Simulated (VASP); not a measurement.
A run of VASP 6.6.1:

The input INCAR:

```
SYSTEM = Ir
PREC = Accurate
ENCUT = 450
EDIFF = 1E-7
ISMEAR = 0
SIGMA = 0.1
LREAL = .False.
LASPH = .True.
NELM = 120
ALGO = Normal
ISIF = 2
LWAVE = .False.
LCHARG = .False.
LDIPOL = .True.
IDIPOL = 3
DIPOL = 0.5 0.5 0.500
GGA = PE
IBRION = 2
NSW = 90
EDIFFG = -0.03
GGA_COMPAT = .False.
NELMIN = 4
NELMDL = -8
```

Contents of KPOINTS:

```
Automatic mesh
0
Gamma
  12 12 1
  0 0 0
```

The input POSCAR:

```
Ir
1.0
    2.7369706003      0.0000000000      0.0000000000
   -1.3684853001      2.3702860693      0.0000000000
    0.0000000000      0.0000000000     23.7041814117
Ir
4
Selective dynamics
Direct
    0.6666666667      0.3333333333      0.3585865233  F F F
    0.3333333333      0.6666666667      0.4528621744  F F F
    0.0000000000      0.0000000000      0.5471378256  T T T
    0.6666666667      0.3333333333      0.6414134767  T T T
```

Potentials or basis: VASP PAW PBE potentials, release 64 (Ir).

Command:

```sh
$ cat potpaw_PBE.64/Ir/POTCAR > POTCAR
$ mpirun -np 1 vasp_std > vasp.out
```

Hardware: 1 thread of Intel(R) Xeon(R) Platinum 8259CL CPU @ 2.50GHz (Skylake/Cascade Lake), with other jobs on the host.

Q: Estimate the wall time of this run.

A: Run time: 5.5 min on 1 thread of Intel(R) Xeon(R) Platinum 8259CL CPU @ 2.50GHz (Skylake/Cascade Lake) (shared host), peak memory 0.26 GiB. Counts: scf iterations 85, k points 19, ion steps 5.
